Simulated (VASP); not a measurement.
Input of a VASP 6.6.1 run:

File INCAR:

```
ALGO     = Normal         # electronic algorithm
EDIFF    = 1E-6           # SCF threshold, eV
ENCUT    = 600            # plane-wave cutoff, eV
GGA      = PE             # functional
GGA_COMPAT= F            
ISIF     = 2              # what is computed and relaxed
ISMEAR   = 0              # smearing method
ISPIN    = 2              # spin polarisation
LASPH    = T              # aspherical terms in the spheres
LCHARG   = F              # write CHGCAR
LDAU     = T              # DFT+U
LDAUJ    = 0 0          
LDAUL    = 2 -1           # shell
LDAUPRINT= 1            
LDAUTYPE = 2            
LDAUU    = 4 0            # U, eV
LMAXMIX  = 4              # l up to which the mixer works
LORBIT   = 11             # projections on sites
LREAL    = F              # projectors in reciprocal space
LWAVE    = F              # write WAVECAR
MAGMOM   = 0 0 0 0 0 0    # initial moments
NBANDS   = 33             # bands
NELM     = 200            # most SCF steps
PREC     = Accurate       # precision mode
SIGMA    = 0.05           # smearing width, eV
```

KPOINTS

```
k-points
0
Gamma
  6 4 6
```

File POSCAR:

```
FeS2
1.0
    4.4819791461      0.0000000000      0.0000000000
    0.0000000000      5.5040931833      0.0000000000
    0.0000000000      0.0000000000      3.4642758907
Fe S
2 4
Direct
    0.0000000000      0.0000000000      0.0000000000
    0.5000000000      0.5000000000      0.5000000000
    0.1921963571      0.3840757594      0.0000000000
    0.3078036429      0.8840757594      0.5000000000
    0.8078036429      0.6159242406      0.0000000000
    0.6921963571      0.1159242406      0.5000000000
```

Potentials or basis: VASP PAW PBE potentials, release 64 (Fe, S).

Run with:

```bash
$ cat potpaw_PBE.64/Fe/POTCAR potpaw_PBE.64/S/POTCAR > POTCAR
$ mpirun -np 1 vasp_std > vasp.out
```

Problem. What does it give for the largest force?

Solution. 0.020 eV/Å.

Problem. Estimate the net moment.

Solution. 0.00 μB per cell.

Forces in eV/Å, atoms in the order of the input:
```
Fe   0.000  0.000  0.000
Fe   0.000  0.000  0.000
S   -0.016 -0.012  0.000
S    0.016 -0.012  0.000
S    0.016  0.012  0.000
S   -0.016  0.012  0.000
```

Caveat: no moment was typed at the start, so none could form.
